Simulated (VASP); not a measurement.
**BiTe: single point with PBEsol**

The system is BiTe.

```xyz
2
Lattice="2.3900 1.3798 3.2725 -2.3900 1.3798 3.2725 0.0000 -2.7597 3.2725" Properties=species:S:1:pos:R:3 pbc="T T T"
Bi    0.0000    0.0000    4.9087
Te    0.0000    0.0000    0.0000
```

This cell differs from its parent crystal: volume scaled by 0.96.

* Program: VASP 6.6.1
* Task: single point
* Functional: PBEsol
* Potentials or basis: VASP PAW PBE potentials, release 64 (Bi_d, Te)
* Cutoff: 520 eV
* k mesh: 7 × 7 × 7
* Occupations: fermi-dirac, width 0.05 eV
* Spin: no spin polarisation
* Dipole correction: no
* Further INCAR settings: ALGO = Normal; EDIFF = 1e-06; NBANDS = 18

```yaml
Pressure: -0.4 GPa
```

Stress tensor (GPa, compression positive):
```
-0.19  0.00  0.00
 0.00 -0.19  0.00
 0.00  0.00 -0.68
```

Levels at points of the mesh, in eV from the Fermi level:
```csv
k point,band 7,band 8,band 9,band 10,band 11,band 12,band 13,band 14
"(0.00, 0.00, 0.00)",-8.15,-3.03,-3.03,-1.66,1.97,2.60,2.60,3.95
```

Wall time 27 s on 1 thread of Intel(R) Xeon(R) Platinum 8488C (Sapphire Rapids), with other jobs on the host, peak memory 0.2 GiB.

Caveat: the PAW data sets were made with another functional, which shifts forces and pressure a little; spin-orbit coupling is left out, which moves the levels of the heavy elements.
